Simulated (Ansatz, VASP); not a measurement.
Two plane-wave programs on Ta

```xyz
1
Lattice="-1.5527 1.5527 1.8577 1.5527 -1.5527 1.8577 1.5527 1.5527 -1.8577" Properties=species:S:1:pos:R:3 pbc="T T T"
Ta    0.0000    0.0000    0.0000
```

Alike in both runs: task single point; functional PBE; k mesh 20 × 20 × 20; occupations gaussian, width 0.15 eV; no spin polarisation.

```csv
,VASP,Ansatz
version,VASP 6.6.1,Ansatz 0.2.0
potentials or method,"VASP PAW PBE potentials, release 64 (Ta_pv), cutoff 520 eV","scalar-relativistic, plane waves, PAW"
valence electrons in the cell,11,13
```

```csv
,VASP,Ansatz,Ansatz less VASP
gap on the k mesh at the Fermi level (eV),none,none,-
pressure (GPa),6.9,6.8,-0.11
"traceless stress, the component that is largest in VASP (GPa)",-10.41,-10.40,+0.009
```

A gap of «none» marks a metal or a gap that the smearing closes. VASP's potentials hold 11 valence electrons a cell and Ansatz's 13, so a difference there can come from the potentials and not from the codes.

Spin-orbit coupling is off throughout.
